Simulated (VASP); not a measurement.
# MgO (Periclase) (Fm-3m) in VASP: further runs, part 2 of 2

VASP 6.6.1. The steps go on from the part before.

### 5 Single point, r2SCAN

Contents of POSCAR:

```
MgO
1.0
    0.0000000000      2.1021680206      2.1021680206
    2.1021680206      0.0000000000      2.1021680206
    2.1021680206      2.1021680206      0.0000000000
Mg O
1 1
Direct
    0.0000000000      0.0000000000      0.0000000000
    0.5000000000      0.5000000000      0.5000000000
```

Contents of INCAR.step1:

```
SYSTEM = MgO
PREC = Accurate
ENCUT = 520
ISMEAR = -1
SIGMA = 0.02
LREAL = .False.
LASPH = .True.
NELM = 80
NBANDS = 11
GGA = PE
ALGO = Normal
EDIFF = 1E-4
LWAVE = .True.
LCHARG = .False.
```

Contents of INCAR.step2:

```
SYSTEM = MgO
PREC = Accurate
ENCUT = 520
EDIFF = 1E-7
ISMEAR = -1
SIGMA = 0.02
LREAL = .False.
LASPH = .True.
NELM = 80
ALGO = Normal
ISIF = 2
LWAVE = .False.
LCHARG = .False.
METAGGA = R2SCAN
LMIXTAU = .True.
NBANDS = 11
ISTART = 1
```

Contents of KPOINTS:

```
regular mesh
0
Gamma
  10 10 10
  0 0 0
```

Potentials or basis: VASP PAW PBE potentials, release 64 (Mg, O).

The run is started by

```bash
> cat potpaw_PBE.64/Mg/POTCAR potpaw_PBE.64/O/POTCAR > POTCAR
> cp INCAR.step1 INCAR
> mpirun -np 1 vasp_std > vasp.out
> cp INCAR.step2 INCAR
> mpirun -np 1 vasp_std > vasp.out
```

OUTCAR:

```text
SYSTEM = MgO
   PREC = Accurate
   ENCUT = 520
   EDIFF = 1E-7
   ISMEAR = -1
   LREAL = .False.
   LASPH = .True.
   NELM = 80
   ISIF = 2
   METAGGA = R2SCAN
   ISTART = 1

 ion  position               nearest neighbor table
   1  0.000  0.000  0.000-   2 2.10   2 2.10   2 2.10   2 2.10   2 2.10   2 2.10
   2  0.500  0.500  0.500-   1 2.10   1 2.10   1 2.10   1 2.10   1 2.10   1 2.10

  LATTYP: Found a face centered cubic cell.
 ALAT       =     4.2043360412

  Lattice vectors:

 A1 = (   0.0000000000,   2.1021680206,   2.1021680206)
 A2 = (   2.1021680206,   0.0000000000,   2.1021680206)
 A3 = (   2.1021680206,   2.1021680206,   0.0000000000)

Analysis of symmetry for initial positions (statically):
=====================================================================
 Subroutine PRICEL returns:
 Original cell was already a primitive cell.

 Routine SETGRP: Setting up the symmetry group for a
 face centered cubic supercell.

 Subroutine GETGRP returns: Found 48 space group operations
 (whereof 48 operations were pure point group operations)
 out of a pool of 48 trial point group operations.

The static configuration has the point symmetry O_h .

Analysis of symmetry for dynamics (positions and initial velocities):
[... 166 lines left out ...]
 k-point     1 :       0.0000    0.0000    0.0000
  band No.  band energies     occupation
      1     -15.4125      2.00000
      2       2.8163      2.00000
      3       2.8163      2.00000
      4       2.8163      2.00000
      5       8.4762      0.00000
      6      19.6822      0.00000
      7      19.6822      0.00000
      8      19.6822      0.00000
      9      23.8433      0.00000
     10      25.6169      0.00000
     11      25.6169      0.00000
[... 309 lines left out ...]
 k-point    24 :       0.4000    0.3000    0.0000
  band No.  band energies     occupation
      1     -14.1944      2.00000
      2      -0.7796      2.00000
      3       1.4898      2.00000
      4       1.7048      2.00000
      5      13.4483      0.00000
      6      13.9802      0.00000
      7      17.6490      0.00000
      8      22.3625      0.00000
      9      22.5859      0.00000
     10      29.1717      0.00000
     11      31.4075      0.00000

 [... further k-points ...]
[... 5 lines left out ...]
  --------------------------------------------------------------------------------------
  -------------------------------------------------------------------------------------
  Total       -0.1320272     -0.1320272     -0.1320272     -0.0000000      0.0000000      0.0000000
  in kB      -11.3852250    -11.3852250    -11.3852250     -0.0000000      0.0000000      0.0000000
  external PRESSURE =     -11.3852250 kB  Pullay stress =       0.0000000 kB

 VOLUME and BASIS-vectors are now :
 -----------------------------------------------------------------------------
  energy-cutoff  :      520.00
  volume of cell :       18.58
      direct lattice vectors                 reciprocal lattice vectors
     0.000000000  2.102168021  2.102168021    -0.237849684  0.237849684  0.237849684
     2.102168021  0.000000000  2.102168021     0.237849684 -0.237849684  0.237849684
     2.102168021  2.102168021  0.000000000     0.237849684  0.237849684 -0.237849684

 POSITION                                       TOTAL-FORCE (eV/Angst)
 -----------------------------------------------------------------------------------
      0.00000      0.00000      0.00000        -0.000000     -0.000000      0.000000
      2.10217      2.10217      2.10217         0.000000      0.000000     -0.000000
 -----------------------------------------------------------------------------------
    total drift:                               -0.000000     -0.000000      0.000000

  FREE ENERGIE OF THE ION-ELECTRON SYSTEM (eV)
  ---------------------------------------------------
  free  energy   TOTEN  =       -16.1611123101 eV

  energy  without entropy=      -16.1611123101  energy(sigma->0) =      -16.16111231
```

OUTCAR.step1:

```text
SYSTEM = MgO
   PREC = Accurate
   ENCUT = 520
   ISMEAR = -1
   LREAL = .False.
   LASPH = .True.
[... 557 lines left out ...]
      0.00000      0.00000      0.00000        -0.000000     -0.000000     -0.000000
      2.10217      2.10217      2.10217         0.000000      0.000000      0.000000
 -----------------------------------------------------------------------------------
    total drift:                               -0.000000     -0.000000      0.000000

  FREE ENERGIE OF THE ION-ELECTRON SYSTEM (eV)
  ---------------------------------------------------
  free  energy   TOTEN  =       -11.9025865698 eV

  energy  without entropy=      -11.9025865698  energy(sigma->0) =      -11.90258657
```

Wall time 36 s (1 thread of AMD EPYC 9R45 (Zen 5), shared host); peak memory 0.12 GiB.

What came out:

| Item | Value |
| --- | --- |
| Free energy | -16.1611 eV |
| Pressure | -1.1 GPa |
| Band gap on the k mesh | 5.66 eV, direct |

Caveat: the PAW data sets were made with another functional, which shifts forces and pressure a little.

### 6 Single point, r2SCAN

POSCAR is that of step 5.

Contents of INCAR.step1:

```
SYSTEM = MgO
ALGO = Normal
EDIFF = 1E-4
ENCUT = 520
GGA = PE
ISMEAR = 0
LASPH = .TRUE.
LCHARG = .FALSE.
LREAL = .FALSE.
LWAVE = .TRUE.
NBANDS = 11
NELM = 80
PREC = Accurate
SIGMA = 0.01
```

Contents of INCAR.step2:

```
SYSTEM = MgO
ALGO = Normal
EDIFF = 1E-6
ENCUT = 520
ISIF = 2
ISMEAR = 0
ISTART = 1
LASPH = .TRUE.
LCHARG = .FALSE.
LMIXTAU = .TRUE.
LREAL = .FALSE.
LWAVE = .FALSE.
METAGGA = R2SCAN
NBANDS = 11
NELM = 80
PREC = Accurate
SIGMA = 0.01
```

Contents of KPOINTS:

```
k-points
0
G
  10 10 10
  0 0 0
```

Potentials or basis: VASP PAW PBE potentials, release 64 (Mg, O).

The run is started by

```bash
> cat potpaw_PBE.64/Mg/POTCAR potpaw_PBE.64/O/POTCAR > POTCAR
> cp INCAR.step1 INCAR
> mpirun -np 1 vasp_std > vasp.out
> cp INCAR.step2 INCAR
> mpirun -np 1 vasp_std > vasp.out
```

It took 29 s on 1 thread of AMD EPYC 9R45 (Zen 5), shared host; peak memory 0.11 GiB.

Results (log left out):

```yaml
Free_energy: -16.1611 eV
Pressure: -1.1 GPa
Band_gap_on_the_k_mesh: 5.66 eV, direct
```

Levels at points of the mesh, in eV from the valence-band top:
```tsv
k point	band 1	band 2	band 3	band 4	band 5	band 6	band 7	band 8	band 9
(0.00, 0.00, 0.00)	-18.23	0.00	0.00	0.00	5.66	16.87	16.87	16.87	21.03
(0.50, 0.00, 0.00)	-16.97	-4.64	-0.68	-0.68	8.84	13.87	17.48	17.48	22.46
(0.50, 0.50, 0.00)	-16.72	-4.12	-1.38	-1.38	10.04	11.12	14.35	20.46	20.46
```

Caveat: the PAW data sets were made with another functional, which shifts forces and pressure a little.

### 7 Summary

```csv
level,potentials or basis,cell,smearing,gap on the mesh (eV),pressure (GPa)
PBE,"VASP PAW PBE potentials, release 64 (Mg, O)","a = 2.973 Å, angles 60.0°, 2 atoms",fermi-dirac 0.02 eV,4.78,4.9
LDA,"VASP PAW LDA potentials, release 64 (Mg, O)","a = 2.973 Å, angles 60.0°, 2 atoms",gaussian 0.01 eV,4.71,-6.9
PBEsol,"VASP PAW PBE potentials, release 64 (Mg, O)","a = 2.980 Å, angles 60.0°, 2 atoms",fermi-dirac 0.02 eV,4.62,-0.5
r2SCAN,"VASP PAW PBE potentials, release 64 (Mg, O)","a = 2.973 Å, angles 60.0°, 2 atoms",fermi-dirac 0.02 eV,5.66,-1.1
r2SCAN,"VASP PAW PBE potentials, release 64 (Mg, O)","a = 2.973 Å, angles 60.0°, 2 atoms",gaussian 0.01 eV,5.66,-1.1
```

Alike in all rows: task single point; no spin polarisation; k mesh 10 × 10 × 10; cutoff (eV) 520.

Caveats: the PAW data sets were made with another functional, which shifts forces and pressure a little (some runs).

Total energies depend on the potentials used, so only differences within one code and one set of settings carry meaning.

### 8 How close it comes

Step 4. Measured gap of MgO: 7.83 eV (quoted in “Electronic structure of alkaline earth and post-transition metal oxides”, 2009, arxiv:0908.1581). This calculation gives 4.62 eV (-3.21 eV). The value is that of PBEsol, without temperature or zero-point motion. Semilocal functionals fall short of measured gaps as a rule.

Step 5. Measured gap of MgO: 7.83 eV (quoted in “Electronic structure of alkaline earth and post-transition metal oxides”, 2009, arxiv:0908.1581). This calculation gives 5.66 eV (-2.17 eV). The value is that of r2SCAN, without temperature or zero-point motion.

Step 6. Against the measured gap of MgO, 7.83 eV (quoted in “Electronic structure of alkaline earth and post-transition metal oxides”, 2009, arxiv:0908.1581), the calculated 5.66 eV is off by -2.17 eV. The value is that of r2SCAN, without temperature or zero-point motion.
